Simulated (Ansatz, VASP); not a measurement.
## BaZrO3: VASP beside Ansatz

Contents of INCAR:

```
ALGO = Normal ; EDIFF = 1E-7
ENCUT = 520 ; GGA = PE
ISIF = 2 ; ISMEAR = 0
LASPH = True ; LCHARG = False
LREAL = False ; LWAVE = False
NBANDS = 28 ; NELM = 100
PREC = Accurate ; SIGMA = 0.02
```

File KPOINTS:

```
k-points
0
Gamma
  6 6 6
```

File POSCAR:

```
BaZrO3
1.0
    4.2274555943      0.0000000000      0.0000000000
    0.0000000000      4.2274555943      0.0000000000
    0.0000000000      0.0000000000      4.2274555943
Ba Zr O
1 1 3
Direct
    0.5000000000      0.5000000000      0.5000000000
    0.0000000000      0.0000000000      0.0000000000
    0.5000000000      0.0000000000      0.0000000000
    0.0000000000      0.5000000000      0.0000000000
    0.0000000000      0.0000000000      0.5000000000
```

Input for Ansatz:

```yaml
crystal:
  lattice:
    - [4.2274555943, 0.0, 0.0]
    - [0.0, 4.2274555943, 0.0]
    - [0.0, 0.0, 4.2274555943]
  atoms:
    - { symbol: Ba, position: [0.5, 0.5, 0.5] }
    - { symbol: Zr, position: [0.0, 0.0, 0.0] }
    - { symbol: O, position: [0.5, 0.0, 0.0] }
    - { symbol: O, position: [0.0, 0.5, 0.0] }
    - { symbol: O, position: [0.0, 0.0, 0.5] }
basis:
  ecutwfc: 420
kpoints:
  mp_grid: { grid: [6, 6, 6] }
  band_path: { path: [VBM, CBM], npoints: 2 }
hamiltonian:
  xc: pbe
scf:
  occupations: { method: gaussian, width: 0.02 }
output:
  forces: false
  stress: false
  eigenvalues: true
checkpoint:
  read: start.run
  write: ck
  compress: false
  write_wavefunctions: false
  write_every: 100000
```

Alike in both runs: task single point; functional PBE; k mesh 6 × 6 × 6; occupations gaussian, width 0.02 eV; no spin polarisation.

|  | VASP | Ansatz |
| --- | --- | --- |
| version | VASP 6.6.1 | Ansatz 0.2.0 |
| potentials or method | VASP PAW PBE potentials, release 64 (Ba_sv, Zr_sv, O), cutoff 520 eV | scalar-relativistic, plane waves, PAW |
| valence electrons in the cell | 40 | 40 |

```csv
,VASP,Ansatz,Ansatz less VASP
gap on the k mesh at the Fermi level (eV),3.13,3.18,+0.047
least direct gap on the mesh (eV),3.38,3.40,+0.020
```

The functional is the same, so the differences come from potentials, cutoffs and numerics.

Spin-orbit coupling is off throughout.
